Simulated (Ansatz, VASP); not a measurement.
Ge: VASP beside Ansatz

```
CELL_PARAMETERS angstrom
4.92890 2.84570 2.12193
-4.92890 2.84570 2.12193
0.00000 -5.69140 2.12193
ATOMIC_POSITIONS crystal
Ge 0.71604 0.71604 0.71604
Ge 0.28396 0.28396 0.28396
Ge 0.02894 0.72536 0.53229
Ge 0.53229 0.02894 0.72536
Ge 0.72536 0.53229 0.02894
Ge 0.97106 0.27464 0.46771
Ge 0.46771 0.97106 0.27464
Ge 0.27464 0.46771 0.97106
```

Alike in both runs: task single point; functional LDA; k mesh 9 × 9 × 9; occupations gaussian, width 0.15 eV; no spin polarisation.

```csv
,VASP,Ansatz
version,VASP 6.6.1,Ansatz 0.2.0
potentials or method,"VASP PAW LDA potentials, release 64 (Ge_d), cutoff 520 eV","scalar-relativistic, plane waves, PAW"
valence electrons in the cell,112,112
```

Ansatz gave:

- gap on the k mesh at the Fermi level (eV): none
- pressure (GPa): -6.0
- traceless stress, the component that is largest in VASP (GPa): -5.19
- rms of the force components (eV/Å): 0.259

Q: What did VASP give for the same quantities?

A: gap on the k mesh at the Fermi level (eV): none; pressure (GPa): -6.0; traceless stress, the component that is largest in VASP (GPa): -5.24; rms of the force components (eV/Å): 0.260.

Ansatz warns that its potentials were made for another functional, while VASP's fit it. LDA's correlation is that of Perdew and Zunger in VASP and of Perdew and Wang (1992) in Ansatz. Atom by atom the forces differ by 0.004 eV/Å (rms over components). A gap of «none» marks a metal or a gap that the smearing closes.
